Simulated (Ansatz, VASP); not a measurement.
Two plane-wave programs on Be3ZnSe4

INCAR

```
PREC = Accurate
ENCUT = 520
EDIFF = 1E-6
ISMEAR = 0
SIGMA = 0.1
LREAL = False
LASPH = True
NELM = 100
ALGO = Normal
ISIF = 2
LWAVE = False
LCHARG = False
GGA = PE
NBANDS = 31
```

KPOINTS

```
Automatic mesh
0
Gamma
  4 4 4
```

Contents of POSCAR:

```
Be3ZnSe4
1.0
    3.7521981900      0.0000000000      0.0000000000
    0.0000000000      3.7521981900      5.3064095700
    0.0000000000     -3.7521981900      5.3064095700
Be Zn Se
3 1 4
Direct
    0.0000000000      0.5000000000      0.0000000000
    0.5000000000      0.5000000000      0.5000000000
    0.0000000000      0.0000000000      0.5000000000
    0.5000000000      0.0000000000      0.0000000000
    0.5000000000      0.3750000000      0.8750000000
    0.0000000000      0.8750000000      0.8750000000
    0.0000000000      0.3750000000      0.3750000000
    0.5000000000      0.8750000000      0.3750000000
```

Input for Ansatz:

```yaml
crystal:
  lattice:
    - [3.75219819, 0.0, 0.0]
    - [0.0, 3.75219819, 5.30640957]
    - [0.0, -3.75219819, 5.30640957]
  atoms:
    - { symbol: Be, position: [0.0, 0.5, 0.0] }
    - { symbol: Be, position: [0.5, 0.5, 0.5] }
    - { symbol: Be, position: [0.0, 0.0, 0.5] }
    - { symbol: Zn, position: [0.5, 0.0, 0.0] }
    - { symbol: Se, position: [0.5, 0.375, 0.875] }
    - { symbol: Se, position: [0.0, 0.875, 0.875] }
    - { symbol: Se, position: [0.0, 0.375, 0.375] }
    - { symbol: Se, position: [0.5, 0.875, 0.375] }
basis:
  ecutwfc: 420
kpoints:
  mp_grid: { grid: [4, 4, 4] }
hamiltonian:
  xc: pbe
scf:
  occupations: { method: gaussian, width: 0.1 }
  lower_state_search: "off"
output:
  forces: true
  stress: true
  eigenvalues: true
```

Alike in both runs: task single point; functional PBE; k mesh 4 × 4 × 4; occupations gaussian, width 0.1 eV; no spin polarisation.

|  | VASP | Ansatz |
| --- | --- | --- |
| version | VASP 6.6.1 | Ansatz 0.2.0 |
| potentials or method | VASP PAW PBE potentials, release 64 (Be, Zn, Se), cutoff 520 eV | scalar-relativistic, plane waves, PAW |
| valence electrons in the cell | 42 | 82 |

VASP gave:

* gap on the k mesh at the Fermi level (eV): 2.61
* least direct gap on the mesh (eV): 2.61
* pressure (GPa): 2.2
* traceless stress, the component that is largest in VASP (GPa): 0.36
* rms of the force components (eV/Å): 0.722

**Question.** Which values does Ansatz return?

**Answer.** gap on the k mesh at the Fermi level (eV): 2.61; least direct gap on the mesh (eV): 2.61; pressure (GPa): 2.0; traceless stress, the component that is largest in VASP (GPa): 0.36; rms of the force components (eV/Å): 0.713.

Atom by atom the forces differ by 0.010 eV/Å (rms over components). With one functional, cell and mesh, what is left measures potentials, basis and numerics. VASP's potentials hold 42 valence electrons a cell and Ansatz's 82, so a difference there can come from the potentials and not from the codes.
